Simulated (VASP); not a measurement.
Here is a VASP 6.6.1 calculation.

File INCAR:

```
SYSTEM = MgO
  PREC = Accurate
  ENCUT = 750
  EDIFF = 1E-6
  ISMEAR = -1
  SIGMA = 0.05
  LREAL = .False.
  LASPH = .True.
  NELM = 120
  ALGO = Normal
  ISIF = 2
  LWAVE = .False.
  LCHARG = .False.
  GGA = CA
  NBANDS = 24
  GGA_COMPAT = .False.
```

Contents of KPOINTS:

```
Automatic mesh
0
Gamma
  9 9 6
  0 0 0
```

POSCAR

```
MgO
1.0
    3.2630816822      0.0000000000      0.0000000000
   -1.6315408411      2.8259116314      0.0000000000
    0.0000000000      0.0000000000      4.9155371758
Mg O
2 2
Direct
    0.6666666667      0.3333333333      0.5021597400
    0.3333333333      0.6666666667      0.0021597400
    0.6666666667      0.3333333333      0.9024402600
    0.3333333333      0.6666666667      0.4024402600
```

Potentials or basis: VASP PAW LDA potentials, release 64 (Mg_sv, O).

Command:

```sh
$ cat potpaw_LDA.64/Mg_sv/POTCAR potpaw_LDA.64/O/POTCAR > POTCAR
$ mpirun -np 1 vasp_std > vasp.out
```

(1) Predict the band gap on the k mesh.

(2) Estimate the largest force.

(3) Estimate the pressure.

Answers

(1) 3.60 eV.

(2) 0.008 eV/Å.

(3) 0.9 GPa.

Caveat: an odd mesh through Γ misses points on the zone boundary, where band edges can lie.
